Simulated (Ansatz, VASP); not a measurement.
# Two plane-wave programs on Hf

INCAR

```
SYSTEM = Hf
PREC     = Accurate       ! precision mode
ENCUT    = 600            ! plane-wave cutoff, eV
EDIFF    = 1E-6           ! SCF threshold, eV
ISMEAR   = 0              ! smearing method
SIGMA    = 0.1            ! smearing width, eV
LREAL    = .False.        ! projectors in reciprocal space
LASPH    = .True.         ! aspherical terms in the spheres
NELM     = 100            ! most SCF steps
ALGO     = Normal         ! electronic algorithm
ISIF     = 3              ! what is computed and relaxed
LWAVE    = .False.        ! write WAVECAR
LCHARG   = .False.        ! write CHGCAR
GGA      = PE             ! functional
IBRION   = 2              ! ionic algorithm
NSW      = 100            ! ionic steps
EDIFFG   = -0.005         ! ionic threshold
```

KPOINTS

```
Automatic mesh
0
Gamma
  15 15 8
  0 0 0
```

The input POSCAR:

```
Hf
1.0
    3.2000007099      0.0000000000      0.0000000000
   -1.6000003549      2.7712819069      0.0000000000
    0.0000000000      0.0000000000      5.0624011231
Hf
2
Direct
    0.3333333333      0.6666666667      0.7500000000
    0.6666666667      0.3333333333      0.2500000000
```

Input for Ansatz:

```yaml
crystal:
  lattice:
    - [3.2000007099, 0.0, 0.0]
    - [-1.6000003549, 2.7712819069, 0.0]
    - [0.0, 0.0, 5.0624011231]
  atoms:
    - { symbol: Hf, position: [0.3333333333, 0.6666666667, 0.75] }
    - { symbol: Hf, position: [0.6666666667, 0.3333333333, 0.25] }
basis:
  ecutwfc: 420
kpoints:
  mp_grid: { grid: [15, 15, 8] }
hamiltonian:
  xc: pbe
scf:
  occupations: { method: gaussian, width: 0.1 }
output:
  forces: true
  stress: true
  eigenvalues: true
relax:
  adjacent_minimum: "off"
  f_tol: 0.005
  max_steps: 80
  cell: { stress_tol: 0.05 }
```

Alike in both runs: task relaxation of cell and atoms; functional PBE; k mesh 15 × 15 × 8; occupations gaussian, width 0.1 eV; no spin polarisation.

```csv
,VASP,Ansatz
version,VASP 6.6.1,Ansatz 0.2.0
potentials or method,"VASP PAW PBE potentials, release 64 (Hf_pv), cutoff 600 eV","scalar-relativistic, plane waves, PAW"
valence electrons in the cell,20,52
```

VASP gave:

```
gap on the k mesh at the Fermi level, each at its own relaxed structure (eV) : none
relaxed volume (Å³/atom)                                                     : 22.44
relaxed cell length with the largest relative difference (Å)                 : 5.059
```

Question: What did Ansatz give for the same quantities?

Answer: gap on the k mesh at the Fermi level, each at its own relaxed structure (eV): none; relaxed volume (Å³/atom): 22.54; relaxed cell length with the largest relative difference (Å): 5.068.

A gap of «none» marks a metal or a gap that the smearing closes. VASP's potentials hold 20 valence electrons a cell and Ansatz's 52, so a difference there can come from the potentials and not from the codes.

Neither program's run includes spin-orbit coupling.
